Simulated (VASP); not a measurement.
# LiBe (P6_3mc) in VASP: further runs

Runs on LiBe. Level: PBE. Tasks: single point, relaxation of cell and atoms.

Program: VASP 6.6.1. These are calculated values, not measurements. Logs are shortened: lines on timing, memory, paths and dates and some standing lists are left out, and cuts for length are marked.

## 1. The cell of the first run

It takes space group P6_3mc (No. 186, hexagonal). Conventional cell: a = 3.259 Å, b = 3.259 Å, c = 5.219 Å, α = 90.00°, β = 90.00°, γ = 120.00°. Li (site symmetry 3m) has 4 Be at 1.98 to 1.99 Å within 2.6 Å. Within 2.6 Å of Be (site symmetry 3m) lie 4 Li at 1.98 to 1.99 Å.

## 2. Single point, PBE

Contents of INCAR:

```
  PREC = Accurate
  ENCUT = 520
  EDIFF = 1E-6
  ISMEAR = 0
  SIGMA = 0.1
  LREAL = F
  LASPH = T
  NELM = 80
  ALGO = Fast
  ISIF = 2
  LWAVE = F
  LCHARG = F
  GGA = PE
  NBANDS = 13
```

Contents of KPOINTS:

```
regular mesh
0
Gamma
  6 6 4
```

Contents of POSCAR:

```
LiBe
1.0
    3.2591284787      0.0000000000      0.0000000000
   -1.6295642393      2.8224880567      0.0000000000
    0.0000000000      0.0000000000      5.2193818668
Li Be
2 2
Direct
    0.3333333333      0.6666666667      0.0000000000
    0.6666666667      0.3333333333      0.5000000000
    0.3333333333      0.6666666667      0.3821000000
    0.6666666667      0.3333333333      0.8821000000
```

Potentials or basis: VASP PAW PBE potentials, release 64 (Li_sv, Be).

Command:

```
$ cat potpaw_PBE.64/Li_sv/POTCAR potpaw_PBE.64/Be/POTCAR > POTCAR
$ mpirun -np 1 vasp_std > vasp.out
```

OUTCAR:

```text
PREC = Accurate
   ENCUT = 520
   EDIFF = 1E-6
   ISMEAR = 0
   LREAL = F
   LASPH = T
   NELM = 80
   ISIF = 2
   GGA = PE

 ion  position               nearest neighbor table
   1  0.333  0.667  0.000-   4 1.98   4 1.98   4 1.98   3 1.99
   2  0.667  0.333  0.500-   3 1.98   3 1.98   3 1.98   4 1.99
   3  0.333  0.667  0.382-   2 1.98   2 1.98   2 1.98   1 1.99
   4  0.667  0.333  0.882-   1 1.98   1 1.98   1 1.98   2 1.99

  LATTYP: Found a hexagonal cell.
 ALAT       =     3.2591284787
 C/A-ratio  =     1.6014655148

  Lattice vectors:

 A1 = (   3.2591284787,   0.0000000000,   0.0000000000)
 A2 = (  -1.6295642393,   2.8224880567,   0.0000000000)
 A3 = (   0.0000000000,   0.0000000000,   5.2193818668)

Analysis of symmetry for initial positions (statically):
=====================================================================
 Subroutine PRICEL returns:
 Original cell was already a primitive cell.

 Routine SETGRP: Setting up the symmetry group for a
 hexagonal supercell.

 Subroutine GETGRP returns: Found 12 space group operations
 (whereof  6 operations were pure point group operations)
 out of a pool of 24 trial point group operations.

The static configuration has the point symmetry C_3v.
 The point group associated with its full space group is C_6v.

Analysis of symmetry for dynamics (positions and initial velocities):
=====================================================================
 Subroutine PRICEL returns:
 Original cell was already a primitive cell.

 Routine SETGRP: Setting up the symmetry group for a
 hexagonal supercell.

 Subroutine GETGRP returns: Found 12 space group operations
 (whereof  6 operations were pure point group operations)
 out of a pool of 24 trial point group operations.

The dynamic configuration has the point symmetry C_3v.
 The point group associated with its full space group is C_6v.

 Subroutine INISYM returns: Found 12 space group operations
 (whereof  6 operations are pure point group operations),
 and found     1 'primitive' translations

----------------------------------------------------------------------------------------

                                     Primitive cell

  volume of cell :      48.0123

  direct lattice vectors                    reciprocal lattice vectors
[... 97 lines left out ...]
   PSTRESS=    0.0 pullay stress
   NELECT =      10.0000    total number of electrons
   NUPDOWN=      -1.0000    fix difference up-down
   EMIN   =  10.00;   EMAX   =-10.00  energy-range for DOS
   EFERMI =   0.00;   METHOD = LEGACY
   ISMEAR =     0;   SIGMA  =   0.10  broadening in eV -4-tet -1-fermi 0-gaus
   EFERMI_NEDOS =   21; number of points for ismear=-14 and -15
   IALGO  =     68    algorithm
   IMIX   =      4    mixing-type and parameters
     AMIX     =   0.40;   BMIX     =  1.00
     AMIX_MAG =   1.60;   BMIX_MAG =  1.00
  volume/ion in A,a.u.               =      12.00        81.00
  Fermi-wavevector in a.u.,A,eV,Ry     =   0.970414  1.833817 12.812665  0.941704
  Thomas-Fermi vector in A             =   2.100548
   LORBIT       =      0    0 simple, 1 ext, 2 COOP (PROOUT), +10 PAW based schemes
   GGA     = PE    functional components
   LHFCALC =     F    Hartree Fock is set to
   AEXX    =    0.0000 exact exchange contribution
   IVDW    =     0    specifies the selected vdW correction
   LEPSILON=     F    determine dielectric tensor
   LRPA    =     F    only Hartree local field effects (RPA)
 non-spin polarized calculation
 RMM-DIIS sequential band-by-band and
 Gauss-broadening in eV      SIGMA  =   0.10
  energy-cutoff  :      520.00
  volume of cell :       48.01
 maximum number of plane-waves:      1314
   NGX = 13   NGY = 13   NGZ = 19

 number of electron      10.0000002 magnetization

 Free energy of the ion-electron system (eV)
  ---------------------------------------------------
  ext. energy  EPLUGINS =         0.00000000
  ---------------------------------------------------
  free energy    TOTEN  =        -4.36412390 eV

  energy without entropy =       -4.35653907  energy(sigma->0) =       -4.36033148

 E-fermi :   3.0038     XC(G=0):  -8.8508

 val. band max:        2.9246089084   @ k =   0.3333   0.3333   0.2500
 cond. band min:       3.0480824542   @ k =   0.1667   0.0000   0.2500
 fundamental gap:      0.1234735458
 Fermi energy:         3.0037663790

 k-point     1 :       0.0000    0.0000    0.0000
  band No.  band energies     occupation
      1     -43.3286      2.00000
      2     -43.3163      2.00000
      3      -3.5551      2.00000
      4      -0.6804      2.00000
      5       1.4815      2.00000
      6       7.1346      0.00000
      7       7.1346      0.00000
      8       9.1616      0.00000
      9       9.1616      0.00000
     10       9.3990      0.00000
     11      12.6241      0.00000
     12      12.6241      0.00000
     13      13.8872      0.00000
[... 306 lines left out ...]
  band No.  band energies     occupation
      1     -43.3150      2.00000
      2     -43.3150      2.00000
      3       1.0081      2.00000
      4       1.0081      2.00000
      5       1.5447      2.00000
      6       1.5447      2.00000
      7       3.0884      0.23132
      8       3.0884      0.23132
      9       7.0501      0.00000
     10       7.0501      0.00000
     11      12.9921      0.00000
     12      12.9921      0.00000
     13      14.1648      0.00000

------------------------ aborting loop because EDIFF is reached ----------------------------------------

  FORCE on cell =-STRESS in cart. coord.  units (eV):
  Direction    XX          YY          ZZ          XY          YZ          ZX
  --------------------------------------------------------------------------------------
  -------------------------------------------------------------------------------------
  Total        6.2725420      6.2725420      4.4768275      0.0000000     -0.0000000      0.0000000
  in kB      209.3155519    209.3155519    149.3923208      0.0000000     -0.0000000      0.0000000
  external PRESSURE =     189.3411416 kB  Pullay stress =       0.0000000 kB

 VOLUME and BASIS-vectors are now :
 -----------------------------------------------------------------------------
  energy-cutoff  :      520.00
  volume of cell :       48.01
      direct lattice vectors                 reciprocal lattice vectors
     3.259128479  0.000000000  0.000000000     0.306830494  0.177148668  0.000000000
    -1.629564239  2.822488057  0.000000000     0.000000000  0.354297336  0.000000000
     0.000000000  0.000000000  5.219381867     0.000000000  0.000000000  0.191593569

 POSITION                                       TOTAL-FORCE (eV/Angst)
 -----------------------------------------------------------------------------------
     -0.00000      1.88166      0.00000         0.000000      0.000000     -0.102832
      1.62956      0.94083      2.60969        -0.000000      0.000000     -0.102832
     -0.00000      1.88166      1.99433        -0.000000      0.000000      0.102832
      1.62956      0.94083      4.60402         0.000000      0.000000      0.102832
 -----------------------------------------------------------------------------------
    total drift:                               -0.000000     -0.000000      0.000141

  FREE ENERGIE OF THE ION-ELECTRON SYSTEM (eV)
  ---------------------------------------------------
  free  energy   TOTEN  =        -4.3641239019 eV

  energy  without entropy=       -4.3565390672  energy(sigma->0) =       -4.36033148
```

OSZICAR:

```text
N       E                     dE             d eps       ncg     rms          rms(c)
DAV:   1     0.362310762492E+02    0.36231E+02   -0.43739E+03   546   0.750E+02
DAV:   2     0.269602526377E+01   -0.33535E+02   -0.32442E+02   669   0.164E+02
DAV:   3    -0.427825400537E+01   -0.69743E+01   -0.68398E+01  1056   0.446E+01
DAV:   4    -0.436490416488E+01   -0.86650E-01   -0.86611E-01   664   0.747E+00
[... 10 lines left out ...]
RMM:  15    -0.436411786198E+01    0.62645E-05   -0.90544E-06   781   0.289E-02    0.206E-02
RMM:  16    -0.436411953072E+01   -0.16687E-05   -0.28400E-06   755   0.987E-03    0.164E-02
RMM:  17    -0.436412253398E+01   -0.30033E-05   -0.28318E-06   777   0.138E-02    0.508E-03
RMM:  18    -0.436412364166E+01   -0.11077E-05   -0.13600E-06   734   0.922E-03    0.121E-03
RMM:  19    -0.436412390191E+01   -0.26025E-06   -0.16412E-07   582   0.582E-03
   1 F= -.43641239E+01 E0= -.43603315E+01  d E =-.758483E-02
```

stdout:

```text
POSCAR found type information on POSCAR LiBe
 POSCAR found :  2 types and       4 ions
 scaLAPACK will be used
 LDA part: xc-table for (Slater+PW92), standard interpolation
 POSCAR, INCAR and KPOINTS ok, starting setup
 FFT: planning ... GRIDC
 FFT: planning ... GRID_SOFT
 FFT: planning ... GRID
 WAVECAR not read
 entering main loop
WARNING in EDDRMM: call to ZHEGV failed, returncode =   6  3      4
WARNING in EDDRMM: call to ZHEGV failed, returncode =   6  3      5
```

Wall time 16 s (1 thread of Intel Xeon Platinum 8488C (Sapphire Rapids), shared host); peak memory 0.14 GiB.

What came out:

| Item | Value |
| --- | --- |
| Free energy | -4.3641 eV |
| Largest force | 0.103 eV/Å |
| Band gap on the k mesh | zero (bands 5 and 6 overlap by 3.78 eV) |

Forces in eV/Å, atoms in the order of the input:
```
Li   0.000  0.000 -0.103
Li   0.000  0.000 -0.103
Be   0.000  0.000  0.103
Be   0.000  0.000  0.103
```

Levels at points of the mesh, in eV from the Fermi level:
| k point | band 3 | band 4 | band 5 | band 6 | band 7 | band 8 |
| --- | --- | --- | --- | --- | --- | --- |
| (0.00, 0.00, 0.00) | -6.56 | -3.68 | -1.52 | 4.13 | 4.13 | 6.16 |
| (0.50, 0.00, 0.00) | -3.76 | -2.99 | -0.32 | 0.23 | 1.52 | 1.68 |
| (0.00, 0.00, 0.50) | -5.65 | -5.65 | 2.28 | 2.28 | 5.02 | 5.02 |
| (0.50, 0.00, 0.50) | -3.02 | -3.02 | -1.45 | -1.45 | 2.62 | 2.62 |

Caveat: the k points lie up to 0.37 Å⁻¹ apart, too coarse for converged energies and pressures of a metal; the cutoff is under 1.25 times the usual one of these potentials, so pressure, stress and relaxed cells hold a basis-set (Pulay) error.

## 3. Relaxation of cell and atoms, PBE

Contents of INCAR:

```
SYSTEM = LiBe
ALGO = Fast
EDIFF = 1E-6
EDIFFG = -0.04
ENCUT = 600
GGA = PE
IBRION = 2
ISIF = 3
ISMEAR = 0
LASPH = .TRUE.
LCHARG = .FALSE.
LREAL = .FALSE.
LWAVE = .FALSE.
NELM = 60
NSW = 90
PREC = Accurate
SIGMA = 0.1
```

Contents of KPOINTS:

```
k-points
0
G
  6 6 4
  0 0 0
```

POSCAR is that of step 2.

Potentials or basis: VASP PAW PBE potentials, release 64 (Li_sv, Be).

Command:

```
$ cat potpaw_PBE.64/Li_sv/POTCAR potpaw_PBE.64/Be/POTCAR > POTCAR
$ mpirun -np 1 vasp_std > vasp.out
```

Wall time 6 min (1 thread of Intel Xeon Platinum 8488C (Sapphire Rapids), shared host); peak memory 0.17 GiB.

Results (log left out):

```yaml
Free_energy: -6.7702 eV
Relaxed_volume: 16.60 Å³/atom
Relaxed_cell: a = 4.047 Å, b = 4.047 Å, c = 4.681 Å, α = 90.00°, β = 90.00°, γ = 120.00°
Space_group_after_relaxing_to_0.1_Å: P6_3/mmc (No. 194)
Energy_gained_by_relaxing: 601.0 meV/atom
Ionic_steps: 29
Pressure_after_relaxing: 0.0 GPa
Largest_force_after_relaxing: 0.036 eV/Å
Band_gap_on_the_k_mesh: zero (bands 5 and 6 overlap by 4.16 eV)
```

Forces on the atoms (eV/Å):
```
Li   0.000  0.000  0.036
Li   0.000  0.000  0.036
Be   0.000  0.000 -0.036
Be   0.000  0.000 -0.036
```

Stress tensor (GPa, compression positive):
```
 0.03  0.00  0.00
 0.00  0.03  0.00
 0.00  0.00 -0.09
```

Step by step:
| step | energy change (eV) | largest force (eV/Å) | pressure (GPa) | volume (Å³) |
| --- | --- | --- | --- | --- |
| 1 | 0.0000 | 0.1027 | 18.84 | 48.01 |
| 2 | -0.9082 | 0.2281 | 8.87 | 58.49 |
| 3 | -1.3976 | 0.2568 | 0.56 | 76.00 |
| 4 | -1.4042 | 0.2541 | -0.17 | 78.50 |
| 5 | -1.4039 | 0.2533 | -0.37 | 79.21 |
| 6 | -1.4445 | 0.3131 | -0.59 | 79.24 |
| 7 | -1.6081 | 0.5052 | -1.25 | 79.18 |
| 8 | -2.0074 | 0.7730 | -2.61 | 78.37 |
| 9 | -0.9730 | 1.0425 | -0.67 | 73.72 |
| 10 | -1.9592 | 1.0846 | -2.62 | 77.92 |
| 11 | -1.8622 | 0.6388 | -2.55 | 75.81 |
| 12 | -1.9918 | 1.0965 | -2.83 | 77.31 |
| 13 | -1.9961 | 1.0366 | -2.88 | 76.97 |
| 14 | -2.0022 | 1.0047 | -2.89 | 76.92 |
| 15 | -2.0154 | 0.9042 | -2.93 | 76.76 |
| 16 | -2.0164 | 0.6757 | -2.92 | 76.44 |
| 17 | -2.0199 | 0.7866 | -2.94 | 76.59 |
| 18 | -2.0363 | 0.7630 | -2.93 | 76.45 |
| 19 | -2.0829 | 0.6930 | -2.90 | 76.04 |
| 20 | -2.1655 | 0.5601 | -2.82 | 75.23 |
| 21 | -2.2893 | 0.3269 | -2.55 | 73.58 |
| 22 | -2.3768 | 0.0252 | -1.46 | 70.25 |
| 23 | -2.3775 | 0.0003 | -1.60 | 70.56 |
| 24 | -2.3847 | 0.0063 | -1.39 | 69.91 |
| 25 | -2.3997 | 0.0302 | -0.69 | 67.97 |
| 26 | -2.3950 | 0.0908 | 1.08 | 64.19 |
| 27 | -2.4038 | 0.0517 | -0.04 | 66.46 |
| 28 | -2.4038 | 0.0530 | -0.01 | 66.38 |
| 29 | -2.4042 | 0.0361 | -0.01 | 66.38 |

Final structure:
```
Li Be
1.0
     4.04683    0.00000    0.00000
    -2.02342    3.50466    0.00000
     0.00000    0.00000    4.68066
Li Be
2 2
Direct
  0.33333 0.66667 0.94025
  0.66667 0.33333 0.44025
  0.33333 0.66667 0.44185
  0.66667 0.33333 0.94185
```

Levels at points of the mesh, in eV from the Fermi level:
```tsv
k point	band 3	band 4	band 5	band 6	band 7	band 8
(0.00, 0.00, 0.00)	-5.36	-1.49	0.86	1.79	1.79	4.54
(0.50, 0.00, 0.00)	-3.30	-2.97	0.28	0.32	1.98	2.23
(0.00, 0.00, 0.50)	-4.16	-4.16	3.14	3.14	3.14	3.14
(0.50, 0.00, 0.50)	-2.52	-2.52	-1.02	-1.02	1.80	1.80
```

Caveat: the k points lie up to 0.34 Å⁻¹ apart in the final cell, too coarse for converged energies and pressures of a metal; the cutoff is under 1.25 times the usual one of these potentials, so pressure, stress and relaxed cells hold a basis-set (Pulay) error; the volume moved by over 15 % at a fixed basis, so the end points are rough.

The gap in the log of VASP goes by the Fermi energy; the results here count the filled bands.